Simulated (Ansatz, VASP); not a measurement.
**One calculation of Pd, two programs**

```
Pd
1.0
     2.73558    0.00000    0.00000
    -1.36779    2.36908    0.00000
     0.00000    0.00000    9.01609
Pd
4
Direct
  0.00000 0.00000 0.00000
  0.00000 0.00000 0.50000
  0.33333 0.66667 0.25000
  0.66667 0.33333 0.75000
```

Alike in both runs: functional PBEsol; k mesh 13 × 13 × 4; occupations fermi-dirac, width 0.1 eV; no spin polarisation.

Ansatz relaxed the structure, and its values are those at the end. VASP's run is a single point on that final structure, the one shown.

|  | VASP | Ansatz |
| --- | --- | --- |
| version | VASP 6.6.1 | Ansatz 0.2.0 |
| potentials or method | VASP PAW PBE potentials, release 64 (Pd), cutoff 520 eV | plane waves (420 eV) with PAW, scalar-relativistic |
| valence electrons in the cell | 40 | 72 |

Ansatz gave:

| Property | Result |
| --- | --- |
| pressure (GPa) | 0.0 |

Which values does VASP return?

Pressure (GPa): -0.3.

VASP's potentials were made for PBE, not for PBEsol, and Ansatz warns of the same on its side. VASP's potentials hold 40 valence electrons a cell and Ansatz's 72, so a difference there can come from the potentials and not from the codes.
